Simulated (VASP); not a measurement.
# Cu: single point with LDA

The system is Cu.

```
Cu
1.0
     2.53410    0.00000    0.00000
    -1.26705    2.19459    0.00000
     0.00000    0.00000    4.11257
Cu
2
Cartesian
  0.0000 1.4631 1.0281
  1.2670 0.7315 3.0844
```

```json
{
 "Program": "VASP 6.6.1",
 "Task": "single point",
 "Functional": "LDA",
 "Potentials or basis": "VASP PAW LDA potentials, release 64 (Cu)",
 "Cutoff": "520 eV",
 "k mesh": "21 × 21 × 12",
 "Occupations": "gaussian, width 0.15 eV",
 "Spin": "no spin polarisation",
 "Dipole correction": "no",
 "Further INCAR settings": "ALGO = Fast; EDIFF = 1e-06; NBANDS = 18"
}
```

```yaml
Pressure: -7.4 GPa
Band_gap_on_the_k_mesh: zero (band 11 reaches 11.83 eV, above the bottom of band 12 at 5.71 eV)
```

Stress tensor (GPa, compression positive):
```
-8.23  0.00  0.00
 0.00 -8.23  0.00
 0.00  0.00 -5.59
```

Levels at points of the mesh, in eV from the Fermi level:
```csv
k point,band 7,band 8,band 9,band 10,band 11,band 12,band 13,band 14,band 15,band 16
"(0.00, 0.00, 0.00)",-2.90,-2.62,-2.62,-1.81,-1.81,-1.02,3.96,21.63,21.95,21.95
"(0.00, 0.00, 0.50)",-3.17,-3.17,-2.05,-2.05,-2.05,-2.05,12.86,12.86,22.31,22.31
```

It took 50 s on 1 thread of Intel(R) Xeon(R) 6975P-C (Granite Rapids) (shared host), peak memory 0.22 GiB.
